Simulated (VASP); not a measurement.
## W9C7 (a cell with a defect): relaxation of the atoms with PBE

W9C7 (a cell with a defect):

```
W C
1.0
     5.81300    0.00000    0.00000
    -2.90650    5.03421    0.00000
     0.00000    0.00000    5.67320
W C
9 7
Direct
  0.00000 0.00000 0.00000
  0.33333 0.16667 0.25000
  0.00000 0.00000 0.50000
  0.00000 0.50000 0.00000
  0.00000 0.50000 0.50000
  0.50000 0.00000 0.00000
  0.50000 0.00000 0.50000
  0.50000 0.50000 0.00000
  0.50000 0.50000 0.50000
  0.33333 0.16667 0.75000
  0.33333 0.66667 0.25000
  0.33333 0.66667 0.75000
  0.83333 0.16667 0.25000
  0.83333 0.16667 0.75000
  0.83333 0.66667 0.25000
  0.83333 0.66667 0.75000
```

| Quantity | Value |
| --- | --- |
| Program | VASP 6.6.1 |
| Task | relaxation of the atoms |
| Functional | PBE |
| Potentials or basis | VASP PAW PBE potentials, release 64 (W_sv, C) |
| Cutoff | 520 eV |
| k mesh | 3 × 3 × 3 |
| Occupations | fermi-dirac, width 0.1 eV |
| Spin | no spin polarisation |
| Dipole correction | no |
| Further INCAR settings | ALGO = Normal; EDIFF = 1e-07; IBRION = 2; EDIFFG = -0.03; NSW = 60 |

| Property | Result |
| --- | --- |
| Pressure after relaxing | 51.7 GPa |
| Largest force after relaxing | 0.019 eV/Å |
| Band gap on the k mesh | zero (bands 77 and 78 overlap by 0.45 eV) |

Forces in eV/Å, atoms in the order of the input:
```
W   -0.001 -0.001  0.010
W    0.000  0.000  0.000
W   -0.001 -0.001 -0.010
W    0.000  0.000 -0.019
W    0.000  0.000  0.019
W    0.001 -0.001  0.010
W    0.001 -0.001 -0.010
W    0.000  0.001  0.010
W    0.000  0.001 -0.010
C    0.000  0.000  0.000
C    0.015  0.009  0.000
C   -0.002 -0.001  0.000
C    0.000 -0.018  0.000
C    0.000  0.003  0.000
C   -0.015  0.009  0.000
C    0.002 -0.001  0.000
```

Stress tensor (GPa, compression positive):
```
50.19  0.00  0.00
 0.00 50.19  0.00
 0.00  0.00 54.56
```

Final structure:
```cif
data_structure
_symmetry_space_group_name_H-M 'P 1'
_symmetry_Int_Tables_number 1
_cell_length_a 5.8130
_cell_length_b 5.8130
_cell_length_c 5.6732
_cell_angle_alpha 90.000
_cell_angle_beta 90.000
_cell_angle_gamma 120.000
_cell_volume 166.02
loop_
_atom_site_label
_atom_site_type_symbol
_atom_site_fract_x
_atom_site_fract_y
_atom_site_fract_z
_atom_site_occupancy
W1 W 0.97338 0.98669 0.98428 1
W2 W 0.33333 0.16667 0.25000 1
W3 W 0.97338 0.98669 0.51572 1
W4 W 0.00000 0.50000 0.00289 1
W5 W 0.00000 0.50000 0.49711 1
W6 W 0.51331 0.98669 0.98428 1
W7 W 0.51331 0.98669 0.51572 1
W8 W 0.51331 0.52662 0.98428 1
W9 W 0.51331 0.52662 0.51572 1
C1 C 0.33333 0.16667 0.75000 1
C2 C 0.33639 0.66819 0.25000 1
C3 C 0.31693 0.65847 0.75000 1
C4 C 0.83181 0.16361 0.25000 1
C5 C 0.84153 0.18307 0.75000 1
C6 C 0.83181 0.66819 0.25000 1
C7 C 0.84153 0.65847 0.75000 1
```

Levels at points of the mesh, in eV from the Fermi level:
```
           k point  band 73  band 74  band 75  band 76  band 77  band 78  band 79  band 80
(0.00, 0.00, 0.00)    -0.37    -0.37    -0.22    -0.22     0.22     0.22     0.98     1.72
```

Run time: 22 min on 1 thread of AMD EPYC 7R43 64-Core Processor (Zen 3) (shared host), peak memory 0.29 GiB.

Caveat: the k points lie up to 0.42 Å⁻¹ apart; spin-orbit coupling is left out, which moves the levels of the heavy elements.
